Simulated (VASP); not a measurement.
# VH2 (R3m) in VASP: further runs

The runs below take VH2 through electric field gradients, with LDA.

Everything below comes from runs of VASP 6.6.1. Logs are shortened: lines on timing, memory, paths and dates and some standing lists are left out, and cuts for length are marked.

## Step 1: The cell of the first run

It takes space group R3m (No. 160, trigonal). The conventional cell has a = 3.020 Å, b = 3.020 Å, c = 7.398 Å, α = 90.00°, β = 90.00°, γ = 120.00°. Within 2.1 Å of V (site symmetry 3m) lie 8 H at 1.57 to 1.99 Å. H (site symmetry 3m) has 4 V at 1.57 to 1.96 Å and 3 H at 2.06 Å within 2.1 Å. Within 2.4 Å of H (site symmetry 3m) lie 4 V at 1.81 to 1.99 Å and 6 H at 2.06 to 2.22 Å.

## Step 2: Electric field gradients, LDA, collinear spin, ferromagnetic start (shortest bond scaled by 0.85)

INCAR

```
  PREC = Accurate
  ENCUT = 520
  EDIFF = 1E-8
  ISMEAR = -1
  SIGMA = 0.05
  LREAL = F
  LASPH = T
  NELM = 150
  ALGO = Normal
  ISIF = 2
  LWAVE = F
  LCHARG = F
  ISPIN = 2
  MAGMOM = 1.5 0 0
  LORBIT = 11
  LMAXMIX = 4
  GGA = CA
  LEFG = T
  NBANDS = 18
```

KPOINTS

```
regular mesh
0
Gamma
  11 11 11
```

POSCAR

```
VH2
1.0
    0.0000000000      2.1355000000      2.1355000000
    2.1355000000      0.0000000000      2.1355000000
    2.1355000000      2.1355000000      0.0000000000
V H
1 2
Direct
   -0.0562500000      0.0187500000      0.0187500000
    0.3062500000      0.2312500000      0.2312500000
    0.7500000000      0.7500000000      0.7500000000
```

Potentials or basis: VASP PAW LDA potentials, release 64 (V_sv, H).

Run with:

```bash
$ cat potpaw_LDA.64/V_sv/POTCAR potpaw_LDA.64/H/POTCAR > POTCAR
$ mpirun -np 1 vasp_std > vasp.out
```

OUTCAR:

```text
PREC = Accurate
   ENCUT = 520
   EDIFF = 1E-8
   ISMEAR = -1
   LREAL = F
   LASPH = T
   NELM = 150
   ISIF = 2
   ISPIN = 2
   LORBIT = 11
   GGA = CA

 ion  position               nearest neighbor table
   1  0.944  0.019  0.019-   2 1.57   3 1.81   3 1.81   3 1.81
   2  0.306  0.231  0.231-   1 1.57
   3  0.750  0.750  0.750-   1 1.81   1 1.81   1 1.81

  LATTYP: Found a face centered cubic cell.
 ALAT       =     4.2710000000

  Lattice vectors:

 A1 = (   0.0000000000,   2.1355000000,   2.1355000000)
 A2 = (   2.1355000000,   0.0000000000,   2.1355000000)
 A3 = (   2.1355000000,   2.1355000000,   0.0000000000)

Analysis of symmetry for initial positions (statically):
=====================================================================
 Subroutine PRICEL returns:
 Original cell was already a primitive cell.

 Routine SETGRP: Setting up the symmetry group for a
 face centered cubic supercell.

 Subroutine GETGRP returns: Found  6 space group operations
 (whereof  6 operations were pure point group operations)
 out of a pool of 48 trial point group operations.

The static configuration has the point symmetry C_3v.

Analysis of symmetry for dynamics (positions and initial velocities):
=====================================================================
 Subroutine PRICEL returns:
 Original cell was already a primitive cell.

 Routine SETGRP: Setting up the symmetry group for a
 face centered cubic supercell.

 Subroutine GETGRP returns: Found  6 space group operations
 (whereof  6 operations were pure point group operations)
 out of a pool of 48 trial point group operations.

The dynamic configuration has the point symmetry C_3v.

Analysis of structural, dynamic, and magnetic symmetry:
=====================================================================
 Subroutine PRICEL returns:
 Original cell was already a primitive cell.

 Routine SETGRP: Setting up the symmetry group for a
 face centered cubic supercell.

 Subroutine GETGRP returns: Found  6 space group operations
 (whereof  6 operations were pure point group operations)
 out of a pool of 48 trial point group operations.

The overall configuration has the point symmetry C_3v.

 Subroutine INISYM returns: Found  6 space group operations
 (whereof  6 operations are pure point group operations),
 and found     1 'primitive' translations

----------------------------------------------------------------------------------------

                                     Primitive cell

  volume of cell :      19.4773

  direct lattice vectors                    reciprocal lattice vectors
     0.000000000  2.135500000  2.135500000    -0.234137204  0.234137204  0.234137204
     2.135500000  0.000000000  2.135500000     0.234137204 -0.234137204  0.234137204
     2.135500000  2.135500000  0.000000000     0.234137204  0.234137204 -0.234137204

  length of vectors
     3.020053062  3.020053062  3.020053062     0.405537534  0.405537534  0.405537534

  position of ions in fractional coordinates (direct lattice)
     0.943750000  0.018750000  0.018750000
     0.306250000  0.231250000  0.231250000
     0.750000000  0.750000000  0.750000000

  ion indices of the primitive-cell ions
   primitive index   ion index
                 1           1
                 2           2
                 3           3

----------------------------------------------------------------------------------------

 KPOINTS: regular mesh

Automatic generation of k-mesh.
 Grid dimensions read from file:
 generate k-points for:   11   11   11

 Generating k-lattice:

  Cartesian coordinates                     Fractional coordinates (reciprocal lattice)
    -0.021285200  0.021285200  0.021285200     0.090909091  0.000000000  0.000000000
     0.021285200 -0.021285200  0.021285200     0.000000000  0.090909091  0.000000000
[... 62 lines left out ...]
   IBRION =     -1    ionic relax: 0-MD 1-quasi-New 2-CG
   NFREE  =      0    steps in history (QN), initial steepest desc. (CG)
   ISIF   =      2    stress and relaxation
   ISYM   =      2    0-nonsym 1-usesym 2-fastsym
   POTIM  = 0.5000    time-step for ionic-motion
   TEBEG  =    0.0;   TEEND  =   0.0 temperature during run
   PSTRESS=    0.0 pullay stress
   NELECT =      15.0000    total number of electrons
   NUPDOWN=      -1.0000    fix difference up-down
   EMIN   =  10.00;   EMAX   =-10.00  energy-range for DOS
   EFERMI =   0.00;   METHOD = LEGACY
   ISMEAR =    -1;   SIGMA  =   0.05  broadening in eV -4-tet -1-fermi 0-gaus
   EFERMI_NEDOS =   21; number of points for ismear=-14 and -15
   IALGO  =     38    algorithm
   IMIX   =      4    mixing-type and parameters
     AMIX     =   0.40;   BMIX     =  1.00
     AMIX_MAG =   1.60;   BMIX_MAG =  1.00
  volume/ion in A,a.u.               =       6.49        43.81
  Fermi-wavevector in a.u.,A,eV,Ry     =   1.500591  2.835706 30.637237  2.251773
  Thomas-Fermi vector in A             =   2.612072
   LORBIT       =     11    0 simple, 1 ext, 2 COOP (PROOUT), +10 PAW based schemes
   GGA     = CA    functional components
   LHFCALC =     F    Hartree Fock is set to
   AEXX    =    0.0000 exact exchange contribution
   IVDW    =     0    specifies the selected vdW correction
   LEPSILON=     F    determine dielectric tensor
   LRPA    =     F    only Hartree local field effects (RPA)
 spin polarized calculation
  energy-cutoff  :      520.00
  volume of cell :       19.48
 maximum number of plane-waves:       534
   NGX = 11   NGY = 11   NGZ = 11

 number of electron      15.0000003 magnetization      -0.0006847

 number of electron      15.0000003 magnetization       0.0000693

 Free energy of the ion-electron system (eV)
  ---------------------------------------------------
  ext. energy  EPLUGINS =         0.00000000
  ---------------------------------------------------
  free energy    TOTEN  =       -17.49224773 eV

  energy without entropy =      -17.47926779  energy(sigma->0) =      -17.48575776

 E-fermi :   7.7834     XC(G=0): -12.4033

 val. band max:        7.7702207145   @ k =   0.0909  -0.3636   0.2727
 cond. band min:       7.7935478474   @ k =   0.2727   0.1818  -0.2727
 fundamental gap:      0.0233271329
 Fermi energy:         7.7833800660

 spin component 1

 k-point     1 :       0.0000    0.0000    0.0000
  band No.  band energies     occupation
      1     -55.9684      1.00000
      2     -30.1217      1.00000
      3     -30.0783      1.00000
      4     -30.0783      1.00000
      5      -3.3286      1.00000
      6       5.8617      1.00000
[... 493 lines left out ...]
     17      26.8323      0.00000
     18      33.2846      0.00000

 [... further k-points ...]

 spin component 2

 k-point     1 :       0.0000    0.0000    0.0000
  band No.  band energies     occupation
      1     -55.9683      1.00000
      2     -30.1216      1.00000
      3     -30.0782      1.00000
      4     -30.0782      1.00000
      5      -3.3286      1.00000
      6       5.8618      1.00000
[... 493 lines left out ...]
     17      26.8323      0.00000
     18      33.2846      0.00000

 [... further k-points ...]
[... 5 lines left out ...]
  --------------------------------------------------------------------------------------
  -------------------------------------------------------------------------------------
  Total       -1.3308777     -1.3308777     -1.3308777     -0.7670174      0.7670174     -0.7670174
  in kB     -109.4762713   -109.4762713   -109.4762713    -63.0938575     63.0938575    -63.0938575
  external PRESSURE =    -109.4762713 kB  Pullay stress =       0.0000000 kB

 VOLUME and BASIS-vectors are now :
 -----------------------------------------------------------------------------
  energy-cutoff  :      520.00
  volume of cell :       19.48
      direct lattice vectors                 reciprocal lattice vectors
     0.000000000  2.135500000  2.135500000    -0.234137204  0.234137204  0.234137204
     2.135500000  0.000000000  2.135500000     0.234137204 -0.234137204  0.234137204
     2.135500000  2.135500000  0.000000000     0.234137204  0.234137204 -0.234137204

 POSITION                                       TOTAL-FORCE (eV/Angst)
 -----------------------------------------------------------------------------------
      0.08008      2.05542      2.05542        -1.636398      1.636398      1.636398
      0.98767      1.14783      1.14783         1.432923     -1.432923     -1.432923
      3.20325      3.20325      3.20325         0.203475     -0.203475     -0.203475
 -----------------------------------------------------------------------------------
    total drift:                                0.000208     -0.000209     -0.000209

  FREE ENERGIE OF THE ION-ELECTRON SYSTEM (eV)
  ---------------------------------------------------
  free  energy   TOTEN  =       -17.4922477300 eV

  energy  without entropy=      -17.4792677858  energy(sigma->0) =      -17.48575776

 Electric field gradients (V/A^2)
---------------------------------------------------------------------
 ion       V_xx      V_yy      V_zz      V_xy      V_xz      V_yz
---------------------------------------------------------------------
   1       0.000    -0.000    -0.000    11.731    11.731   -11.735
   2       0.000    -0.000    -0.000    -5.790    -5.790     5.791
   3      -0.000     0.000     0.000     1.786     1.786    -1.785
---------------------------------------------------------------------

 Electric field gradients after diagonalization (V/A^2)
 (convention: |V_zz| > |V_xx| > |V_yy|)
----------------------------------------------------------------------
 ion       V_xx      V_yy      V_zz     asymmetry (V_yy - V_xx)/ V_zz
----------------------------------------------------------------------
   1      11.735    11.730   -23.465       0.000
   2      -5.791    -5.790    11.580       0.000
   3       1.786     1.785    -3.571       0.000
----------------------------------------------------------------------

           NMR quadrupolar parameters

 Cq : quadrupolar parameter    Cq=e*Q*V_zz/h
 eta: asymmetry parameters     (V_yy - V_xx)/ V_zz
 Q  : nuclear electric quadrupole moment in mb (millibarn)
----------------------------------------------------------------------
 ion       Cq(MHz)       eta       Q (mb)
----------------------------------------------------------------------
   1      -0.057       0.000       1.000
   2       0.028       0.000       1.000
   3      -0.009       0.000       1.000
----------------------------------------------------------------------

 total charge

# of ion       s       p       d       tot
------------------------------------------
    1        2.221   6.223   3.209  11.653
    2        0.573   0.030   0.000   0.603
    3        0.559   0.027   0.000   0.586
--------------------------------------------------
tot          3.354   6.279   3.209  12.842

 magnetization (x)

# of ion       s       p       d       tot
------------------------------------------
    1        0.000   0.000   0.000   0.000
    2       -0.000   0.000   0.000  -0.000
    3       -0.000   0.000   0.000  -0.000
--------------------------------------------------
tot         -0.000   0.000   0.000   0.000
```

It took 55 s on 1 thread of Intel Xeon Platinum 8259CL at 2.50GHz (Skylake/Cascade Lake), shared host; peak memory 0.19 GiB.

Results:

- Free energy: -17.4922 eV
- Pressure: -10.9 GPa
- Largest force: 2.834 eV/Å
- Net moment: 0.00 μB per cell
- Largest electric field gradient by atom: V -23.5; H +11.6, -3.6 V/Å²
- Valence electrons inside the program's atomic spheres: V 11.65; H 0.60, 0.59

Forces on the atoms (eV/Å):
```
V   -1.636  1.636  1.636
H    1.433 -1.433 -1.433
H    0.203 -0.203 -0.203
```

Electric field gradients, principal values (V/Å²):
```csv
atom,least,middle,greatest (by size)
1 V,11.730,11.735,-23.465
2 H,-5.790,-5.791,11.580
3 H,1.785,1.786,-3.571
```

Caveat: the cell differs from its parent crystal (shortest bond scaled by 0.85); the cell stands under tension; without QUAD_EFG the Cq values of the log hold for a quadrupole moment of 1 mb, not for the nuclei; forces of over 1 eV/Å act on the atoms, so gaps and moduli don't describe the material at rest.

## Step 3: Electric field gradients, LDA, collinear spin, ferromagnetic start (shortest bond scaled by 0.62)

INCAR

```
SYSTEM = VH2
PREC = Accurate ; ENCUT = 520
EDIFF = 1E-8 ; ISMEAR = -1
SIGMA = 0.05 ; LREAL = .False.
LASPH = .True. ; NELM = 150
ALGO = Normal ; ISIF = 2
LWAVE = .False. ; LCHARG = .False.
ISPIN = 2 ; MAGMOM = 1.5 0 0
LORBIT = 11 ; LMAXMIX = 4
GGA = CA ; LEFG = .True.
NBANDS = 18
```

KPOINTS

```
regular mesh
0
Gamma
  11 11 11
  0 0 0
```

POSCAR

```
VH2
1.0
    0.0000000000      2.1355000000      2.1355000000
    2.1355000000      0.0000000000      2.1355000000
    2.1355000000      2.1355000000      0.0000000000
V H
1 2
Direct
   -0.1425000000      0.0475000000      0.0475000000
    0.3925000000      0.2025000000      0.2025000000
    0.7500000000      0.7500000000      0.7500000000
```

Potentials or basis: VASP PAW LDA potentials, release 64 (V_sv, H).

Run with:

```bash
$ cat potpaw_LDA.64/V_sv/POTCAR potpaw_LDA.64/H/POTCAR > POTCAR
$ mpirun -np 1 vasp_std > vasp.out
```

OUTCAR:

```text
SYSTEM = VH2
   PREC = Accurate
   ENCUT = 520
   EDIFF = 1E-8
   ISMEAR = -1
   LREAL = .False.
   LASPH = .True.
   NELM = 150
   ISIF = 2
   ISPIN = 2
   LORBIT = 11
   GGA = CA

 ion  position               nearest neighbor table
   1  0.858  0.047  0.047-   2 1.15   3 1.76   3 1.76   3 1.76
   2  0.392  0.203  0.203-   1 1.15
   3  0.750  0.750  0.750-   1 1.76   1 1.76   1 1.76

  LATTYP: Found a face centered cubic cell.
 ALAT       =     4.2710000000

  Lattice vectors:

 A1 = (   0.0000000000,   2.1355000000,   2.1355000000)
 A2 = (   2.1355000000,   0.0000000000,   2.1355000000)
 A3 = (   2.1355000000,   2.1355000000,   0.0000000000)

Analysis of symmetry for initial positions (statically):
[... 1259 lines left out ...]
----------------------------------------------------------------------
   1      32.032    32.026   -64.058       0.000
   2     -29.390   -29.390    58.780       0.000
   3       3.957     3.955    -7.913       0.000
----------------------------------------------------------------------

           NMR quadrupolar parameters

 Cq : quadrupolar parameter    Cq=e*Q*V_zz/h
 eta: asymmetry parameters     (V_yy - V_xx)/ V_zz
 Q  : nuclear electric quadrupole moment in mb (millibarn)
----------------------------------------------------------------------
 ion       Cq(MHz)       eta       Q (mb)
----------------------------------------------------------------------
   1      -0.155       0.000       1.000
   2       0.142       0.000       1.000
   3      -0.019       0.000       1.000
----------------------------------------------------------------------

 total charge

# of ion       s       p       d       tot
------------------------------------------
    1        2.285   6.286   3.466  12.036
    2        0.703   0.116   0.000   0.819
    3        0.570   0.026   0.000   0.596
--------------------------------------------------
tot          3.558   6.428   3.466  13.451

 magnetization (x)

# of ion       s       p       d       tot
------------------------------------------
    1        0.000   0.000   0.000   0.000
    2       -0.000   0.000   0.000   0.000
    3       -0.000   0.000   0.000  -0.000
--------------------------------------------------
tot         -0.000   0.000   0.000   0.000
```

Wall time 55 s (1 thread of Intel Xeon Platinum 8259CL at 2.50GHz (Skylake/Cascade Lake), shared host); peak memory 0.19 GiB.

What came out:

* Free energy: -13.8824 eV
* Pressure: 32.5 GPa
* Largest force: 18.556 eV/Å
* Net moment: 0.00 μB per cell
* Largest electric field gradient by atom: V -64.1; H +58.8, -7.9 V/Å²
* Valence electrons inside the program's atomic spheres: V 12.04; H 0.82, 0.60

Forces on the atoms (eV/Å):
```
V   -10.713  10.713  10.713
H    10.240 -10.240 -10.240
H     0.473  -0.473  -0.473
```

Stress tensor (GPa, compression positive):
```
 32.53 -45.67 -45.67
-45.67  32.53  45.67
-45.67  45.67  32.53
```

Electric field gradients, principal values (V/Å²):
```
atom    least   middle  greatest (by size)
 1 V   32.026   32.032             -64.058
 2 H  -29.390  -29.390              58.780
 3 H    3.955    3.957              -7.913
```

Caveat: the cell differs from its parent crystal (shortest bond scaled by 0.62); atoms lie so close that the PAW spheres overlap strongly, which falsifies energies and pressures; the cell stands under pressure; without QUAD_EFG the Cq values of the log hold for a quadrupole moment of 1 mb, not for the nuclei; forces of over 1 eV/Å act on the atoms, so gaps and moduli don't describe the material at rest.
